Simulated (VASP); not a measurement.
CoSi3:

```
Si Co
1.0
     0.00000    2.94834    2.94834
     2.94834    0.00000    2.94834
     2.94834    2.94834    0.00000
Si Co
3 1
Direct
  0.25000 0.25000 0.25000
  0.75000 0.75000 0.75000
  0.50000 0.50000 0.50000
  0.00000 0.00000 0.00000
```

Base run:

- Program: VASP 6.6.1
- Functional: PBE
- Potentials or basis: VASP PAW PBE potentials, release 64 (Si, Co)
- Cutoff: 520 eV
- k mesh: 12 × 12 × 12
- Occupations: gaussian, width 0.1 eV
- Spin: collinear spin, ferromagnetic start
- Starting moments: [0.2, 0.2, 0.28, 1.84] μB
- Fixed moment: 2.62 μB

Its results: pressure 3.5 GPa; site moments Si +0.14, +0.18; Co +1.65 μB.

Task: After a change of settings the same cell gave: pressure 2.2 GPa; site moments Si +0.11, +0.15; Co +1.50 μB. Which change was it?
A. fixed moment from 2.62 μB to 1.88 μB; moments at the start from [0.2, 0.2, 0.28, 1.84] to [0.12, 0.12, 0.18, 1.49]
B. fixed moment from 2.62 μB to 3 μB; moments at the start from [0.2, 0.2, 0.28, 1.84] to [0.25, 0.25, 0.32, 1.99]
C. fixed moment from 2.62 μB to 2.25 μB; moments at the start from [0.2, 0.2, 0.28, 1.84] to [0.16, 0.16, 0.23, 1.68]
D. fixed moment from 2.62 μB to 1.5 μB; moments at the start from [0.2, 0.2, 0.28, 1.84] to [0.08, 0.08, 0.13, 1.27]

Result: C.

Caveats: the total moment is fixed, so each spin has its own Fermi level.
